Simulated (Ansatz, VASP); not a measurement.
**Two plane-wave programs on Pb**

Contents of INCAR:

```
SYSTEM = Pb
ALGO = Normal
EDIFF = 1E-6
ENCUT = 520
GGA = PE
ISIF = 2
ISMEAR = 0
LASPH = .TRUE.
LCHARG = .FALSE.
LREAL = .FALSE.
LWAVE = .FALSE.
NBANDS = 13
NELM = 80
PREC = Accurate
SIGMA = 0.15
```

File KPOINTS:

```
k-points
0
G
  16 16 16
  0 0 0
```

File POSCAR:

```
Pb
1.0
    0.0000000000      2.5315450000      2.3463100000
    2.5315450000      0.0000000000      2.3463100000
    2.5315450000      2.5315450000      0.0000000000
Pb
1
Direct
    0.0000000000      0.0000000000      0.0000000000
```

Input for Ansatz:

```yaml
crystal:
  lattice:
    - [0.0, 2.531545, 2.34631]
    - [2.531545, 0.0, 2.34631]
    - [2.531545, 2.531545, 0.0]
  atoms:
    - { symbol: Pb, position: [0.0, 0.0, 0.0] }
basis:
  ecutwfc: 420
kpoints:
  mp_grid: { grid: [16, 16, 16] }
hamiltonian:
  xc: pbe
scf:
  occupations: { method: gaussian, width: 0.15 }
output:
  forces: true
  stress: true
  eigenvalues: true
```

Change from the starting cell: strain +0.025 along x and y, -0.050 along z, atoms carried along.

Alike in both runs: task single point; functional PBE; k mesh 16 × 16 × 16; occupations gaussian, width 0.15 eV; no spin polarisation.

|  | VASP | Ansatz |
| --- | --- | --- |
| version | VASP 6.6.1 | Ansatz 0.2.0 |
| potentials or method | VASP PAW PBE potentials, release 64 (Pb_d), cutoff 520 eV | scalar-relativistic, plane waves, PAW |
| valence electrons in the cell | 14 | 14 |

VASP gave:

```
gap on the k mesh at the Fermi level (eV)                     : none
pressure (GPa)                                                : 2.7
traceless stress, the component that is largest in VASP (GPa) : 0.79
```

Problem. Which values does Ansatz return?

Solution. gap on the k mesh at the Fermi level (eV): none; pressure (GPa): 2.8; traceless stress, the component that is largest in VASP (GPa): 0.79.

A gap of «none» marks a metal or a gap that the smearing closes.

Neither program's run includes spin-orbit coupling.
